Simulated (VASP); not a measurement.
# WS2: single point with LDA

Crystal: WS2.

```
W S
1.0
     3.12682    0.00000    0.00000
    -1.56341    2.70791    0.00000
     0.00000    0.00000   12.15937
W S
2 4
Direct
  0.33333 0.66667 0.25000
  0.66667 0.33333 0.75000
  0.33333 0.66667 0.62154
  0.66667 0.33333 0.12154
  0.33333 0.66667 0.87846
  0.66667 0.33333 0.37846
```

```
Program             : VASP 6.6.1
Task                : single point
Functional          : LDA
Potentials or basis : VASP PAW LDA potentials, release 64 (W_sv, S)
Cutoff              : 500 eV
k mesh              : 12 × 12 × 4
Occupations         : gaussian, width 0.02 eV
Spin                : no spin polarisation
```

| Property | Result |
| --- | --- |
| Pressure | 0.4 GPa |
| Largest force | 0.048 eV/Å |
| Band gap on the k mesh | 0.85 eV (least direct gap 1.89 eV) |

Forces in eV/Å, atoms in the order of the input:
```
W    0.000  0.000  0.000
W    0.000  0.000  0.000
S    0.000  0.000 -0.048
S    0.000  0.000 -0.048
S    0.000  0.000  0.048
S    0.000  0.000  0.048
```

Levels at points of the mesh, in eV from the valence-band top:
| k point | band 23 | band 24 | band 25 | band 26 | band 27 | band 28 | band 29 | band 30 |
| --- | --- | --- | --- | --- | --- | --- | --- | --- |
| (0.00, 0.00, 0.00) | -2.24 | -1.45 | -1.40 | 0.00 | 2.32 | 2.32 | 2.33 | 2.33 |
| (0.50, 0.00, 0.00) | -1.97 | -1.78 | -1.73 | -1.59 | 2.33 | 2.38 | 2.55 | 2.94 |
| (0.00, 0.00, 0.50) | -2.27 | -2.27 | -0.33 | -0.33 | 2.31 | 2.31 | 2.31 | 2.31 |
| (0.50, 0.00, 0.50) | -1.85 | -1.85 | -1.67 | -1.67 | 2.35 | 2.35 | 2.78 | 2.78 |

It took 2.7 min on 1 thread of Intel Xeon 8259CL, with other jobs on the host, peak memory 0.28 GiB.

Caveat: spin-orbit coupling is left out, which moves the levels of the heavy elements. A k mesh can miss the band edges.
